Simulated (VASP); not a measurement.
# PbS (R-3m) in VASP: single point with r2SCAN

Aim: the single point of PbS with r2SCAN.

Everything below comes from runs of VASP 6.6.1. Logs are shortened: lines on timing, memory, paths and dates and some standing lists are left out, and cuts for length are marked.

## (1) The cell of the first run

The structure is trigonal, space group R-3m (No. 166). Conventional cell: a = 4.182 Å, b = 4.182 Å, c = 10.452 Å, α = 90.00°, β = 90.00°, γ = 120.00°. Within 3.9 Å of Pb (site symmetry -3m) lie 6 S at 2.98 Å. Within 3.9 Å of S (site symmetry -3m) lie 6 Pb at 2.98 Å.

## (2) Single point, r2SCAN, non-collinear spin, zero start, spin-orbit coupling (epitaxial 111 strain -1.0%)

The input, POSCAR:

```
PbS
1.0
    0.0399758582      2.9973362076      2.9973362076
    2.9973362076      0.0399758582      2.9973362076
    2.9973362076      2.9973362076      0.0399758582
Pb S
1 1
Direct
    0.0000000000      0.0000000000      0.0000000000
    0.5000000000      0.5000000000      0.5000000000
```

The input, INCAR.step1:

```
PREC = Accurate
ENCUT = 520
ISMEAR = -1
SIGMA = 0.02
LREAL = F
LASPH = T
NELM = 150
MAGMOM = 0 0 0 0 0 0
LSORBIT = T
GGA_COMPAT = F
NBANDS = 32
GGA = PE
ALGO = Normal
EDIFF = 1E-4
LWAVE = T
LCHARG = F
```

The input, INCAR.step2:

```
PREC = Accurate
ENCUT = 520
EDIFF = 1E-6
ISMEAR = -1
SIGMA = 0.02
LREAL = F
LASPH = T
NELM = 150
ALGO = Normal
ISIF = 2
LWAVE = F
LCHARG = F
MAGMOM = 0 0 0 0 0 0
LORBIT = 11
LSORBIT = T
GGA_COMPAT = F
LORBMOM = T
METAGGA = R2SCAN
LMIXTAU = T
NBANDS = 32
ISTART = 1
```

The input, KPOINTS:

```
regular mesh
0
Gamma
  8 8 8
```

Potentials or basis: VASP PAW PBE potentials, release 64 (Pb_d, S).

Launch:

```bash
cat potpaw_PBE.64/Pb_d/POTCAR potpaw_PBE.64/S/POTCAR > POTCAR
cp INCAR.step1 INCAR
mpirun -np 1 vasp_ncl > vasp.out
cp INCAR.step2 INCAR
mpirun -np 1 vasp_ncl > vasp.out
```

OUTCAR:

```text
PREC = Accurate
   ENCUT = 520
   EDIFF = 1E-6
   ISMEAR = -1
   LREAL = F
   LASPH = T
   NELM = 150
   ISIF = 2
   LORBIT = 11
   LSORBIT = T
   METAGGA = R2SCAN
   ISTART = 1

 ion  position               nearest neighbor table
   1  0.000  0.000  0.000-   2 2.98   2 2.98   2 2.98   2 2.98   2 2.98   2 2.98
   2  0.500  0.500  0.500-   1 2.98   1 2.98   1 2.98   1 2.98   1 2.98   1 2.98

  LATTYP: Found a trigonal (rhomboedric) cell.
 ALAT       =     4.2390620132
 COS(alpha) =     0.5132914766

  Lattice vectors:

 A1 = (   0.0399758582,   2.9973362076,   2.9973362076)
 A2 = (   2.9973362076,   0.0399758582,   2.9973362076)
 A3 = (   2.9973362076,   2.9973362076,   0.0399758582)

Analysis of symmetry for initial positions (statically):
=====================================================================
 Subroutine PRICEL returns:
 Original cell was already a primitive cell.

 Routine SETGRP: Setting up the symmetry group for a
 trigonal (rhombohedral) supercell.

 Subroutine GETGRP returns: Found 12 space group operations
 (whereof 12 operations were pure point group operations)
 out of a pool of 12 trial point group operations.

The static configuration has the point symmetry D_3d.

Analysis of symmetry for dynamics (positions and initial velocities):
=====================================================================
 Subroutine PRICEL returns:
 Original cell was already a primitive cell.

 Routine SETGRP: Setting up the symmetry group for a
 trigonal (rhombohedral) supercell.

 Subroutine GETGRP returns: Found 12 space group operations
 (whereof 12 operations were pure point group operations)
 out of a pool of 12 trial point group operations.

The dynamic configuration has the point symmetry D_3d.

Analysis of structural, dynamic, and magnetic symmetry:
=====================================================================
 Subroutine PRICEL returns:
 Original cell was already a primitive cell.

 Routine SETGRP: Setting up the symmetry group for a
 trigonal (rhombohedral) supercell.

 Subroutine GETGRP returns: Found 12 space group operations
 (whereof 12 operations were pure point group operations)
 out of a pool of 12 trial point group operations.

The overall configuration has the point symmetry D_3d.

 Subroutine INISYM returns: Found 12 space group operations
 (whereof 12 operations are pure point group operations),
 and found     1 'primitive' translations

----------------------------------------------------------------------------------------

                                     Primitive cell

  volume of cell :      52.7789

  direct lattice vectors                    reciprocal lattice vectors
     0.039975858  2.997336208  2.997336208    -0.170189674  0.167949707  0.167949707
     2.997336208  0.039975858  2.997336208     0.167949707 -0.170189674  0.167949707
     2.997336208  2.997336208  0.039975858     0.167949707  0.167949707 -0.170189674

  length of vectors
     4.239062013  4.239062013  4.239062013     0.292196396  0.292196396  0.292196396

  position of ions in fractional coordinates (direct lattice)
     0.000000000  0.000000000  0.000000000
     0.500000000  0.500000000  0.500000000

  ion indices of the primitive-cell ions
   primitive index   ion index
                 1           1
                 2           2

----------------------------------------------------------------------------------------

 KPOINTS: regular mesh

Automatic generation of k-mesh.
 Grid dimensions read from file:
 generate k-points for:    8    8    8

 Generating k-lattice:

[... 98 lines left out ...]

 number of electron      19.9999999 magnetization      -0.0000000     -0.0000000     -0.0000000

 number of electron      19.9999999 magnetization       0.0000000     -0.0000000      0.0000000

 number of electron      19.9999999 magnetization       0.0000000      0.0000000      0.0000000

 Free energy of the ion-electron system (eV)
  ---------------------------------------------------
  ext. energy  EPLUGINS =         0.00000000
  ---------------------------------------------------
  free energy    TOTEN  =       -65.96529043 eV

  energy without entropy =      -65.96526925  energy(sigma->0) =      -65.96527984

 E-fermi :   5.6722     XC(G=0): -10.1989

 val. band max:        5.5993741684   @ k =   0.5000   0.5000   0.5000
 cond. band min:       5.7670700037   @ k =   0.5000   0.0000  -0.0000
 fundamental gap:      0.1676958353
 Fermi energy:         5.6721907335

 k-point     1 :       0.0000    0.0000    0.0000
  band No.  band energies     occupation
      1     -13.3741      1.00000
      2     -13.3741      1.00000
      3     -13.3679      1.00000
      4     -13.3679      1.00000
      5     -10.8139      1.00000
      6     -10.8139      1.00000
[... 829 lines left out ...]
     31      15.5046      0.00000
     32      15.5046      0.00000

 [... further k-points ...]

------------------------ aborting loop because EDIFF is reached ----------------------------------------

  FORCE on cell =-STRESS in cart. coord.  units (eV):
  Direction    XX          YY          ZZ          XY          YZ          ZX
  --------------------------------------------------------------------------------------
  -------------------------------------------------------------------------------------
  Total        0.1054600      0.1054600      0.1054600     -0.0915451     -0.0915451     -0.0915451
  in kB        3.2013852      3.2013852      3.2013852     -2.7789784     -2.7789784     -2.7789784
  external PRESSURE =       3.2013852 kB  Pullay stress =       0.0000000 kB

 VOLUME and BASIS-vectors are now :
 -----------------------------------------------------------------------------
  energy-cutoff  :      520.00
  volume of cell :       52.78
      direct lattice vectors                 reciprocal lattice vectors
     0.039975858  2.997336208  2.997336208    -0.170189674  0.167949707  0.167949707
     2.997336208  0.039975858  2.997336208     0.167949707 -0.170189674  0.167949707
     2.997336208  2.997336208  0.039975858     0.167949707  0.167949707 -0.170189674

 POSITION                                       TOTAL-FORCE (eV/Angst)
 -----------------------------------------------------------------------------------
      0.00000      0.00000      0.00000        -0.000000      0.000000     -0.000000
      3.01732      3.01732      3.01732         0.000000     -0.000000      0.000000
 -----------------------------------------------------------------------------------
    total drift:                                0.000000     -0.000000     -0.000000

  FREE ENERGIE OF THE ION-ELECTRON SYSTEM (eV)
  ---------------------------------------------------
  free  energy   TOTEN  =       -65.9652904337 eV

  energy  without entropy=      -65.9652692485  energy(sigma->0) =      -65.96527984

 orbital moment (x)

 # of ion     p       d       tot
 ----------------------------------------
  1         0.000  -0.000   0.000
  2        -0.000   0.000  -0.000
 ----------------------------------------
            0.000  -0.000  -0.000

 orbital moment (y)

 # of ion     p       d       tot
 ----------------------------------------
  1        -0.000   0.000  -0.000
  2        -0.000   0.000  -0.000
 ----------------------------------------
           -0.000   0.000  -0.000

 orbital moment (z)

 # of ion     p       d       tot
 ----------------------------------------
  1         0.000   0.000   0.000
  2         0.000   0.000   0.000
 ----------------------------------------
            0.000   0.000   0.000

 Spin-Orbit-Coupling matrix elements

 Ion:    1  E_soc:     -0.7392118
 l=   1
     0.0000000    -0.0586533    -0.0586533
    -0.0586533     0.0000000    -0.0586533
    -0.0586533    -0.0586533     0.0000000
 l=   2
     0.0000000    -0.0130177     0.0000000    -0.0130177    -0.0515309
    -0.0130177     0.0000000    -0.0386482    -0.0130177    -0.0128827
     0.0000000    -0.0386482     0.0000000    -0.0386482     0.0000000
    -0.0130177    -0.0130177    -0.0386482     0.0000000    -0.0128827
    -0.0515309    -0.0128827     0.0000000    -0.0128827     0.0000000
 l=   3
     0.0000000     0.0000000     0.0000000     0.0000000     0.0000000     0.0000000     0.0000000
     0.0000000     0.0000000     0.0000000     0.0000000     0.0000000     0.0000000     0.0000000
     0.0000000     0.0000000     0.0000000     0.0000000     0.0000000     0.0000000     0.0000000
     0.0000000     0.0000000     0.0000000     0.0000000     0.0000000     0.0000000     0.0000000
     0.0000000     0.0000000     0.0000000     0.0000000     0.0000000     0.0000000     0.0000000
     0.0000000     0.0000000     0.0000000     0.0000000     0.0000000     0.0000000     0.0000000
     0.0000000     0.0000000     0.0000000     0.0000000     0.0000000     0.0000000     0.0000000

 Ion:    2  E_soc:     -0.0037244
 l=   1
     0.0000000    -0.0006207    -0.0006207
    -0.0006207     0.0000000    -0.0006207
    -0.0006207    -0.0006207     0.0000000
 l=   2
     0.0000000     0.0000000     0.0000000     0.0000000     0.0000000
     0.0000000     0.0000000     0.0000000     0.0000000     0.0000000
     0.0000000     0.0000000     0.0000000     0.0000000     0.0000000
     0.0000000     0.0000000     0.0000000     0.0000000     0.0000000
     0.0000000     0.0000000     0.0000000     0.0000000     0.0000000
 l=   3
     0.0000000     0.0000000     0.0000000     0.0000000     0.0000000     0.0000000     0.0000000
     0.0000000     0.0000000     0.0000000     0.0000000     0.0000000     0.0000000     0.0000000
     0.0000000     0.0000000     0.0000000     0.0000000     0.0000000     0.0000000     0.0000000
     0.0000000     0.0000000     0.0000000     0.0000000     0.0000000     0.0000000     0.0000000
     0.0000000     0.0000000     0.0000000     0.0000000     0.0000000     0.0000000     0.0000000
     0.0000000     0.0000000     0.0000000     0.0000000     0.0000000     0.0000000     0.0000000
     0.0000000     0.0000000     0.0000000     0.0000000     0.0000000     0.0000000     0.0000000

 total charge

# of ion       s       p       d       tot
------------------------------------------
    1        1.480   0.500   9.841  11.821
    2        1.339   2.357   0.000   3.696
--------------------------------------------------
tot          2.819   2.857   9.841  15.517

 magnetization (x)

# of ion       s       p       d       tot
------------------------------------------
    1        0.000   0.000   0.000   0.000
    2        0.000   0.000   0.000   0.000
--------------------------------------------------
tot          0.000   0.000   0.000   0.000

 magnetization (y)

# of ion       s       p       d       tot
------------------------------------------
    1       -0.000  -0.000   0.000  -0.000
    2       -0.000   0.000   0.000  -0.000
--------------------------------------------------
tot         -0.000  -0.000   0.000  -0.000

 magnetization (z)

# of ion       s       p       d       tot
------------------------------------------
    1        0.000   0.000   0.000   0.000
    2        0.000   0.000   0.000   0.000
--------------------------------------------------
tot          0.000   0.000   0.000   0.000
```

It took 9.5 min on 1 thread of AMD EPYC 9R45 (Zen 5), shared host; peak memory 0.43 GiB.

Results:

- Free energy: -65.9653 eV
- Pressure: 0.3 GPa
- Net moment: 0.00 μB per cell
- Valence electrons inside the program's atomic spheres: Pb 11.82; S 3.70

Stress tensor (GPa, compression positive):
```
 0.32 -0.28 -0.28
-0.28  0.32 -0.28
-0.28 -0.28  0.32
```

Moments on the atoms (μB; x, y, z):
```
Pb  0.00 0.00 0.00
S   0.00 0.00 0.00
```

Caveat: the cell differs from its parent crystal (epitaxial 111 strain -1.0%); the PAW data sets were made with another functional, which shifts forces and pressure a little.
